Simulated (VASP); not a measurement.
Wanted: the native input for a VASP 6.6.1 run.

| Property | Result |
| --- | --- |
| Task | single point |
| Functional | r2SCAN |
| Potentials or basis | VASP PAW PBE potentials, release 64 (Al, Ni_sv_GW) |
| Cutoff | 760 eV |
| k mesh | 8 × 8 × 7 |
| Occupations | gaussian, width 0.01 eV |
| Spin | no spin polarisation |
| Dipole correction | no |
| Further INCAR settings | ALGO = Normal; EDIFF = 1e-06; NBANDS = 18 |

Crystal: AlNi.

```
CELL_PARAMETERS angstrom
1.93869 -1.95319 0.00000
1.93869 1.95319 0.00000
0.00000 0.00000 3.09943
ATOMIC_POSITIONS crystal
Al 0.00000 0.00000 0.00000
Ni 0.50000 0.50000 0.50000
```

The input as run:

POSCAR

```
AlNi
1.0
    1.9386940000     -1.9531901500      0.0000000000
    1.9386940000      1.9531901500      0.0000000000
    0.0000000000      0.0000000000      3.0994300413
Al Ni
1 1
Direct
    0.0000000000      0.0000000000      0.0000000000
    0.5000000000      0.5000000000      0.5000000000
```

INCAR.step1

```
  PREC = Accurate
  ENCUT = 760
  ISMEAR = 0
  SIGMA = 0.01
  LREAL = False
  LASPH = True
  NELM = 120
  NBANDS = 18
  GGA = PE
  ALGO = Normal
  EDIFF = 1E-5
  LWAVE = True
  LCHARG = False
  GGA_COMPAT = False
```

INCAR.step2

```
  PREC = Accurate
  ENCUT = 760
  EDIFF = 1E-6
  ISMEAR = 0
  SIGMA = 0.01
  LREAL = False
  LASPH = True
  NELM = 120
  ALGO = Normal
  ISIF = 2
  LWAVE = False
  LCHARG = False
  METAGGA = R2SCAN
  LMIXTAU = True
  NBANDS = 18
  ISTART = 1
  GGA_COMPAT = False
```

KPOINTS

```
regular mesh
0
Gamma
  8 8 7
```

Potentials or basis: VASP PAW PBE potentials, release 64 (Al, Ni_sv_GW).

Run with:

```bash
$ cat potpaw_PBE.64/Al/POTCAR potpaw_PBE.64/Ni_sv_GW/POTCAR > POTCAR
$ cp INCAR.step1 INCAR
$ mpirun -np 1 vasp_std > vasp.out
$ cp INCAR.step2 INCAR
$ mpirun -np 1 vasp_std > vasp.out
```

It gave:

```
Pressure               : 0.0 GPa
Band gap on the k mesh : zero (an odd number of electrons rules out a gap without spin polarisation)
```

Caveat: the PAW data sets were made with another functional, which shifts forces and pressure a little.

It took 110 s on 1 thread of Intel(R) Xeon(R) 6975P-C (Granite Rapids), with other jobs on the host, peak memory 0.23 GiB.
